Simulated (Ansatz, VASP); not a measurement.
## Two plane-wave programs on In6As

```xyz
7
Lattice="0.0000 4.6211 4.6211 4.6211 0.0000 4.6211 4.6211 4.6211 0.0000" Properties=species:S:1:pos:R:3 pbc="T T T"
In    2.3106    2.3106    4.6211
In    2.3106    4.6211    2.3106
In    2.3106    2.3106    0.0000
In    2.3106    0.0000    2.3106
In    4.6211    2.3106    2.3106
In    0.0000    2.3106    2.3106
As    0.0000    0.0000    0.0000
```

Change from the starting cell: species swapped into the Zn6Mo type (Fm-3m, No. 225).

Alike in both runs: task relaxation of cell and atoms; functional PBE; k mesh 6 × 6 × 6; occupations gaussian, width 0.1 eV; no spin polarisation.

|  | VASP | Ansatz |
| --- | --- | --- |
| version | VASP 6.6.1 | Ansatz 0.2.0 |
| potentials or method | VASP PAW PBE potentials, release 64 (In_d, As), cutoff 600 eV | scalar-relativistic, plane waves, PAW |
| valence electrons in the cell | 83 | 93 |

```tsv
	VASP	Ansatz	Ansatz less VASP
gap on the k mesh at the Fermi level, each at its own relaxed structure (eV)	none	none	-
relaxed volume (Å³/atom)	28.19	28.19	0.000
relaxed length of the cell vector where the two differ most in proportion (Å)	6.535	6.535	0.0000
```

A gap of «none» marks a metal or a gap that the smearing closes. VASP's potentials hold 83 valence electrons a cell and Ansatz's 93, so a difference there can come from the potentials and not from the codes.

Noted on VASP's run: the relaxation stopped at its first step, so nothing moved.
